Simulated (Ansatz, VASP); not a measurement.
CaBeRh: VASP beside Ansatz

```xyz
6
Lattice="4.1853 0.0000 0.0000 0.0000 4.1853 0.0000 0.0000 0.0000 6.9405" Properties=species:S:1:pos:R:3 pbc="T T T"
Ca    2.0927    0.0000    4.8437
Ca    0.0000    2.0927    2.0969
Be    2.0927    0.0000    0.8537
Be    0.0000    2.0927    6.0869
Rh    0.0000    0.0000    0.0000
Rh    2.0927    2.0927    0.0000
```

Alike in both runs: functional PBE; k mesh 6 × 6 × 4; occupations gaussian, width 0.1 eV; no spin polarisation.

Ansatz relaxed the structure, and its values are those at the end. VASP's run is a single point on that final structure, the one shown.

|  | VASP | Ansatz |
| --- | --- | --- |
| version | VASP 6.6.1 | Ansatz 0.2.0 |
| potentials or method | VASP PAW PBE potentials, release 64 (Ca_sv, Be, Rh_pv), cutoff 520 eV | scalar-relativistic, plane waves, PAW |
| valence electrons in the cell | 54 | 58 |

```csv
,VASP,Ansatz,Ansatz less VASP
gap on the k mesh at the Fermi level (eV),none,none,-
pressure (GPa),0.0,-0.1,-0.10
rms of the force components (eV/Å),0.009,0.005,-0.0038
```

A gap of «none» marks a metal or a gap that the smearing closes. With one functional, cell and mesh, what is left measures potentials, basis and numerics. VASP's potentials hold 54 valence electrons a cell and Ansatz's 58, so a difference there can come from the potentials and not from the codes.
